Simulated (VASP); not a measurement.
# AgCl (Pm-3m) in VASP: settings compared

The runs below take AgCl through single point, with PBE, r2SCAN.

Program: VASP 6.6.1. These are calculated values, not measurements. Logs are shortened: lines on timing, memory, paths and dates and some standing lists are left out, and cuts for length are marked.

### Step 1. The cell of the first run

It takes space group Pm-3m (No. 221, cubic). Conventional cell: a = 3.396 Å, b = 3.396 Å, c = 3.396 Å, α = 90.00°, β = 90.00°, γ = 90.00°. Ag (site symmetry m-3m) has 8 Cl at 2.94 Å and 6 Ag at 3.40 Å within 3.9 Å. Cl (site symmetry m-3m) has 8 Ag at 2.94 Å and 6 Cl at 3.40 Å within 3.9 Å.

### Step 2. Single point, PBE

INCAR

```
SYSTEM = AgCl
PREC     = Accurate       ! precision mode
ENCUT    = 520            ! plane-wave cutoff, eV
EDIFF    = 1E-6           ! SCF threshold, eV
ISMEAR   = 0              ! smearing method
SIGMA    = 0.01           ! smearing width, eV
LREAL    = .False.        ! projectors in reciprocal space
LASPH    = .True.         ! aspherical terms in the spheres
NELM     = 100            ! most SCF steps
ALGO     = Normal         ! electronic algorithm
ISIF     = 2              ! what is computed and relaxed
LWAVE    = .False.        ! write WAVECAR
LCHARG   = .False.        ! write CHGCAR
GGA      = PE             ! functional
NBANDS   = 16             ! bands
```

KPOINTS

```
Automatic mesh
0
Gamma
  8 8 8
  0 0 0
```

POSCAR

```
AgCl
1.0
    3.3955880382      0.0000000000      0.0000000000
    0.0000000000      3.3955880382      0.0000000000
    0.0000000000      0.0000000000      3.3955880382
Ag Cl
1 1
Direct
    0.0000000000      0.0000000000      0.0000000000
    0.5000000000      0.5000000000      0.5000000000
```

Potentials or basis: VASP PAW PBE potentials, release 64 (Ag, Cl).

The run is started by

```console
$ cat potpaw_PBE.64/Ag/POTCAR potpaw_PBE.64/Cl/POTCAR > POTCAR
$ mpirun -np 1 vasp_std > vasp.out
```

OUTCAR:

```text
SYSTEM = AgCl
   PREC = Accurate
   ENCUT = 520
   EDIFF = 1E-6
   ISMEAR = 0
   LREAL = .False.
   LASPH = .True.
   NELM = 100
   ISIF = 2
   GGA = PE

 ion  position               nearest neighbor table
   1  0.000  0.000  0.000-   2 2.94   2 2.94   2 2.94   2 2.94   2 2.94   2 2.94   2 2.94   2 2.94

   2  0.500  0.500  0.500-   1 2.94   1 2.94   1 2.94   1 2.94   1 2.94   1 2.94   1 2.94   1 2.94

  LATTYP: Found a simple cubic cell.
 ALAT       =     3.3955880382

  Lattice vectors:

 A1 = (   3.3955880382,   0.0000000000,   0.0000000000)
 A2 = (   0.0000000000,   3.3955880382,   0.0000000000)
 A3 = (   0.0000000000,   0.0000000000,   3.3955880382)

Analysis of symmetry for initial positions (statically):
=====================================================================
 Subroutine PRICEL returns:
 Original cell was already a primitive cell.

 Routine SETGRP: Setting up the symmetry group for a
 simple cubic supercell.

 Subroutine GETGRP returns: Found 48 space group operations
 (whereof 48 operations were pure point group operations)
 out of a pool of 48 trial point group operations.

The static configuration has the point symmetry O_h .

Analysis of symmetry for dynamics (positions and initial velocities):
=====================================================================
 Subroutine PRICEL returns:
 Original cell was already a primitive cell.

 Routine SETGRP: Setting up the symmetry group for a
 simple cubic supercell.

 Subroutine GETGRP returns: Found 48 space group operations
 (whereof 48 operations were pure point group operations)
 out of a pool of 48 trial point group operations.

The dynamic configuration has the point symmetry O_h .

 Subroutine INISYM returns: Found 48 space group operations
 (whereof 48 operations are pure point group operations),
 and found     1 'primitive' translations

----------------------------------------------------------------------------------------

                                     Primitive cell

  volume of cell :      39.1512

  direct lattice vectors                    reciprocal lattice vectors
     3.395588038  0.000000000  0.000000000     0.294499801  0.000000000  0.000000000
     0.000000000  3.395588038  0.000000000     0.000000000  0.294499801  0.000000000
     0.000000000  0.000000000  3.395588038     0.000000000  0.000000000  0.294499801

  length of vectors
     3.395588038  3.395588038  3.395588038     0.294499801  0.294499801  0.294499801

  position of ions in fractional coordinates (direct lattice)
     0.000000000  0.000000000  0.000000000
     0.500000000  0.500000000  0.500000000

  ion indices of the primitive-cell ions
[... 79 lines left out ...]
   IBRION =     -1    ionic relax: 0-MD 1-quasi-New 2-CG
   NFREE  =      0    steps in history (QN), initial steepest desc. (CG)
   ISIF   =      2    stress and relaxation
   ISYM   =      2    0-nonsym 1-usesym 2-fastsym
   POTIM  = 0.5000    time-step for ionic-motion
   TEBEG  =    0.0;   TEEND  =   0.0 temperature during run
   PSTRESS=    0.0 pullay stress
   NELECT =      18.0000    total number of electrons
   NUPDOWN=      -1.0000    fix difference up-down
   EMIN   =  10.00;   EMAX   =-10.00  energy-range for DOS
   EFERMI =   0.00;   METHOD = LEGACY
   ISMEAR =     0;   SIGMA  =   0.01  broadening in eV -4-tet -1-fermi 0-gaus
   EFERMI_NEDOS =   21; number of points for ismear=-14 and -15
   IALGO  =     38    algorithm
   IMIX   =      4    mixing-type and parameters
     AMIX     =   0.40;   BMIX     =  1.00
     AMIX_MAG =   1.60;   BMIX_MAG =  1.00
  volume/ion in A,a.u.               =      19.58       132.10
  Fermi-wavevector in a.u.,A,eV,Ry     =   1.263525  2.387717 21.721655  1.596497
  Thomas-Fermi vector in A             =   2.396878
   LORBIT       =      0    0 simple, 1 ext, 2 COOP (PROOUT), +10 PAW based schemes
   GGA     = PE    functional components
   LHFCALC =     F    Hartree Fock is set to
   AEXX    =    0.0000 exact exchange contribution
   IVDW    =     0    specifies the selected vdW correction
   LEPSILON=     F    determine dielectric tensor
   LRPA    =     F    only Hartree local field effects (RPA)
 non-spin polarized calculation
 Gauss-broadening in eV      SIGMA  =   0.01
  energy-cutoff  :      520.00
  volume of cell :       39.15
 maximum number of plane-waves:      1074
 NGX is ok and might be reduce to    28
   NGX = 13   NGY = 13   NGZ = 13

 number of electron      18.0000002 magnetization

 Free energy of the ion-electron system (eV)
  ---------------------------------------------------
  ext. energy  EPLUGINS =         0.00000000
  ---------------------------------------------------
  free energy    TOTEN  =        -5.11660615 eV

  energy without entropy =       -5.11660615  energy(sigma->0) =       -5.11660615

 E-fermi :   4.4037     XC(G=0): -10.5654

 val. band max:        4.3106013947   @ k =   0.5000   0.0000   0.0000
 cond. band min:       4.8954707296   @ k =   0.0000   0.0000   0.0000
 fundamental gap:      0.5848693349
 Fermi energy:         4.4037227772

 k-point     1 :       0.0000    0.0000    0.0000
  band No.  band energies     occupation
      1     -10.4712      2.00000
      2       1.4542      2.00000
      3       1.4542      2.00000
      4       2.4612      2.00000
      5       2.4612      2.00000
      6       2.4612      2.00000
[... 433 lines left out ...]
      3       0.5002      2.00000
      4       1.7988      2.00000
      5       1.8871      2.00000
      6       2.2712      2.00000
[... 8 lines left out ...]
     15      18.6774      0.00000
     16      19.7428      0.00000

 [... further k-points ...]

------------------------ aborting loop because EDIFF is reached ----------------------------------------

  FORCE on cell =-STRESS in cart. coord.  units (eV):
  Direction    XX          YY          ZZ          XY          YZ          ZX
  --------------------------------------------------------------------------------------
  -------------------------------------------------------------------------------------
  Total        0.3572116      0.3572116      0.3572116     -0.0000000     -0.0000000      0.0000000
  in kB       14.6181068     14.6181068     14.6181068     -0.0000000     -0.0000000      0.0000000
  external PRESSURE =      14.6181068 kB  Pullay stress =       0.0000000 kB

 VOLUME and BASIS-vectors are now :
 -----------------------------------------------------------------------------
  energy-cutoff  :      520.00
  volume of cell :       39.15
      direct lattice vectors                 reciprocal lattice vectors
     3.395588038  0.000000000  0.000000000     0.294499801  0.000000000  0.000000000
     0.000000000  3.395588038  0.000000000     0.000000000  0.294499801  0.000000000
     0.000000000  0.000000000  3.395588038     0.000000000  0.000000000  0.294499801

 POSITION                                       TOTAL-FORCE (eV/Angst)
 -----------------------------------------------------------------------------------
      0.00000      0.00000      0.00000         0.000000      0.000000      0.000000
      1.69779      1.69779      1.69779         0.000000      0.000000      0.000000
 -----------------------------------------------------------------------------------
    total drift:                               -0.000000      0.000000      0.000000

  FREE ENERGIE OF THE ION-ELECTRON SYSTEM (eV)
  ---------------------------------------------------
  free  energy   TOTEN  =        -5.1166061509 eV

  energy  without entropy=       -5.1166061509  energy(sigma->0) =       -5.11660615
```

OSZICAR:

```text
N       E                     dE             d eps       ncg     rms          rms(c)
DAV:   1     0.999151825409E+02    0.99915E+02   -0.87893E+03  1144   0.103E+03
DAV:   2    -0.199170203433E+01   -0.10191E+03   -0.93839E+02  1504   0.226E+02
DAV:   3    -0.538858240389E+01   -0.33969E+01   -0.33910E+01  1288   0.434E+01
DAV:   4    -0.541007258670E+01   -0.21490E-01   -0.21489E-01  1488   0.377E+00
DAV:   5    -0.541032817230E+01   -0.25559E-03   -0.25558E-03  1336   0.403E-01    0.591E+00
DAV:   6    -0.512903748148E+01    0.28129E+00   -0.35532E-01  1344   0.857E+00    0.395E+00
DAV:   7    -0.512007856587E+01    0.89589E-02   -0.13625E-01  1240   0.246E+00    0.216E+00
DAV:   8    -0.511684002943E+01    0.32385E-02   -0.70638E-03  1256   0.853E-01    0.402E-01
DAV:   9    -0.511657203387E+01    0.26800E-03   -0.68046E-04  1416   0.387E-01    0.528E-02
DAV:  10    -0.511659959102E+01   -0.27557E-04   -0.11391E-04  1320   0.111E-01    0.431E-02
DAV:  11    -0.511660637518E+01   -0.67842E-05   -0.62565E-06  1280   0.214E-02    0.695E-03
DAV:  12    -0.511660615093E+01    0.22425E-06   -0.67422E-07   832   0.732E-03
   1 F= -.51166062E+01 E0= -.51166062E+01  d E =-.144564E-41
```

stdout:

```text
POSCAR found type information on POSCAR AgCl
 POSCAR found :  2 types and       2 ions
 scaLAPACK will be used
 LDA part: xc-table for (Slater+PW92), standard interpolation
 POSCAR, INCAR and KPOINTS ok, starting setup
 FFT: planning ... GRIDC
 FFT: planning ... GRID_SOFT
 FFT: planning ... GRID
 WAVECAR not read
 entering main loop
```

It took 34 s on 1 thread of Intel Xeon 8259CL, shared host; peak memory 0.17 GiB.

What came out:

```
Free energy            : -5.1166 eV
Pressure               : 1.5 GPa
Band gap on the k mesh : 0.58 eV (least direct gap 2.20 eV)
```

Levels at points of the mesh, in eV from the valence-band top:
```tsv
k point	band 6	band 7	band 8	band 9	band 10	band 11	band 12	band 13
(0.00, 0.00, 0.00)	-1.85	-1.61	-1.61	-1.61	0.58	9.40	9.40	13.92
(0.50, 0.00, 0.00)	-1.79	-1.47	0.00	0.00	4.92	5.67	9.30	10.02
(0.50, 0.50, 0.00)	-2.16	-2.16	-1.53	-0.95	2.79	9.07	9.07	10.65
(0.50, 0.50, 0.50)	-1.51	-0.17	-0.17	-0.17	4.69	4.69	4.69	6.93
```

### Step 3. Single point, r2SCAN (20.75 Å³/atom)

This run uses another cell than the first one, of 20.75 Å³/atom.

POSCAR

```
AgCl
1.0
    3.4621851034      0.0000000000      0.0000000000
    0.0000000000      3.4621851034      0.0000000000
    0.0000000000      0.0000000000      3.4621851034
Ag Cl
1 1
Direct
    0.0000000000      0.0000000000      0.0000000000
    0.5000000000      0.5000000000      0.5000000000
```

INCAR.step1

```
SYSTEM = AgCl
PREC     = Accurate       ! precision mode
ENCUT    = 520            ! plane-wave cutoff, eV
ISMEAR   = 0              ! smearing method
SIGMA    = 0.01           ! smearing width, eV
LREAL    = .False.        ! projectors in reciprocal space
LASPH    = .True.         ! aspherical terms in the spheres
NELM     = 60             ! most SCF steps
NBANDS   = 16             ! bands
GGA      = PE             ! functional
ALGO     = Normal         ! electronic algorithm
EDIFF    = 1E-4           ! SCF threshold, eV
LWAVE    = .True.         ! write WAVECAR
LCHARG   = .False.        ! write CHGCAR
```

INCAR.step2

```
SYSTEM = AgCl
PREC     = Accurate       ! precision mode
ENCUT    = 520            ! plane-wave cutoff, eV
EDIFF    = 1E-6           ! SCF threshold, eV
ISMEAR   = 0              ! smearing method
SIGMA    = 0.01           ! smearing width, eV
LREAL    = .False.        ! projectors in reciprocal space
LASPH    = .True.         ! aspherical terms in the spheres
NELM     = 60             ! most SCF steps
ALGO     = Normal         ! electronic algorithm
ISIF     = 2              ! what is computed and relaxed
LWAVE    = .False.        ! write WAVECAR
LCHARG   = .False.        ! write CHGCAR
METAGGA  = R2SCAN         ! meta-GGA
LMIXTAU  = .True.       
NBANDS   = 16             ! bands
ISTART   = 1
```

KPOINTS

```
regular mesh
0
Gamma
  6 6 6
  0 0 0
```

Potentials or basis: VASP PAW PBE potentials, release 64 (Ag, Cl).

The run is started by

```console
$ cat potpaw_PBE.64/Ag/POTCAR potpaw_PBE.64/Cl/POTCAR > POTCAR
$ cp INCAR.step1 INCAR
$ mpirun -np 1 vasp_std > vasp.out
$ cp INCAR.step2 INCAR
$ mpirun -np 1 vasp_std > vasp.out
```

It took 82 s on 1 thread of Intel Xeon 8259CL, shared host; peak memory 0.17 GiB.

It converged, with:

```yaml
Free_energy: -28.3765 eV
Pressure: -3.0 GPa
Band_gap_on_the_k_mesh: 1.15 eV (least direct gap 2.63 eV)
```

Levels at points of the mesh, in eV from the valence-band top:
```csv
k point,band 6,band 7,band 8,band 9,band 10,band 11,band 12,band 13
"(0.00, 0.00, 0.00)",-1.72,-1.48,-1.48,-1.48,1.15,10.03,10.03,14.43
"(0.50, 0.00, 0.00)",-1.67,-1.38,0.00,0.00,5.59,5.97,10.12,10.70
"(0.50, 0.50, 0.00)",-1.98,-1.98,-1.45,-0.88,3.32,9.59,9.59,11.26
"(0.50, 0.50, 0.50)",-1.43,-0.17,-0.17,-0.17,5.45,5.45,5.45,7.31
```

Caveat: the PAW data sets were made with another functional, which shifts forces and pressure a little.

### Step 4. Single point, r2SCAN

POSCAR

```
AgCl
1.0
    3.3955880382      0.0000000000      0.0000000000
    0.0000000000      3.3955880382      0.0000000000
    0.0000000000      0.0000000000      3.3955880382
Ag Cl
1 1
Direct
    0.0000000000      0.0000000000      0.0000000000
    0.5000000000      0.5000000000      0.5000000000
```

INCAR.step1

```
SYSTEM = AgCl
PREC = Accurate
ENCUT = 520
ISMEAR = 0
SIGMA = 0.01
LREAL = .FALSE.
LASPH = .TRUE.
NELM = 80
NBANDS = 16
GGA = PE
ALGO = Normal
EDIFF = 1E-4
LWAVE = .TRUE.
LCHARG = .FALSE.
```

INCAR.step2

```
SYSTEM = AgCl
PREC = Accurate
ENCUT = 520
EDIFF = 1E-7
ISMEAR = 0
SIGMA = 0.01
LREAL = .FALSE.
LASPH = .TRUE.
NELM = 80
ALGO = Normal
ISIF = 2
LWAVE = .FALSE.
LCHARG = .FALSE.
METAGGA = R2SCAN
LMIXTAU = .TRUE.
NBANDS = 16
ISTART = 1
```

KPOINTS

```
Automatic mesh
0
G
  8 8 8
  0 0 0
```

The run is started by

```console
$ cat potpaw_PBE.64/Ag/POTCAR potpaw_PBE.64/Cl/POTCAR > POTCAR
$ cp INCAR.step1 INCAR
$ mpirun -np 1 vasp_std > vasp.out
$ cp INCAR.step2 INCAR
$ mpirun -np 1 vasp_std > vasp.out
```

Run time: 2.2 min. Hardware: 1 thread of Intel Xeon 8259CL, shared host; peak memory 0.17 GiB.

The run converged. Its results:

```
Free energy            : -28.4002 eV
Pressure               : -0.1 GPa
Band gap on the k mesh : 1.19 eV (least direct gap 2.86 eV)
```

Levels at points of the mesh, in eV from the valence-band top:
| k point | band 5 | band 6 | band 7 | band 8 | band 9 | band 10 | band 11 | band 12 | band 13 | band 14 |
| --- | --- | --- | --- | --- | --- | --- | --- | --- | --- | --- |
| (0.00, 0.00, 0.00) | -1.84 | -1.84 | -1.67 | -1.67 | -1.67 | 1.19 | 9.97 | 9.97 | 14.90 | 14.90 |
| (0.50, 0.00, 0.00) | -2.68 | -1.79 | -1.47 | 0.00 | 0.00 | 5.64 | 6.27 | 9.92 | 10.70 | 10.70 |
| (0.50, 0.50, 0.00) | -2.14 | -2.14 | -2.13 | -1.53 | -1.01 | 3.28 | 9.85 | 9.85 | 11.33 | 14.44 |
| (0.50, 0.50, 0.50) | -1.51 | -1.51 | -0.17 | -0.17 | -0.17 | 5.27 | 5.27 | 5.27 | 7.61 | 18.94 |

Caveat: the PAW data sets were made with another functional, which shifts forces and pressure a little.

### Step 5. Overview

```csv
level,cell,k mesh,gap on the mesh (eV),pressure (GPa)
PBE,"a = 3.396 Å, 2 atoms",8 × 8 × 8,0.58,1.5
r2SCAN,"a = 3.462 Å, 2 atoms",6 × 6 × 6,1.15,-3.0
r2SCAN,"a = 3.396 Å, 2 atoms",8 × 8 × 8,1.19,-0.1
```

Alike in all rows: task single point; potentials or basis VASP PAW PBE potentials, release 64 (Ag, Cl); no spin polarisation; cutoff (eV) 520; smearing gaussian 0.01 eV.

Caveats: the PAW data sets were made with another functional, which shifts forces and pressure a little (at least some runs).

Absolute energies hang on the potentials; compare differences alone.
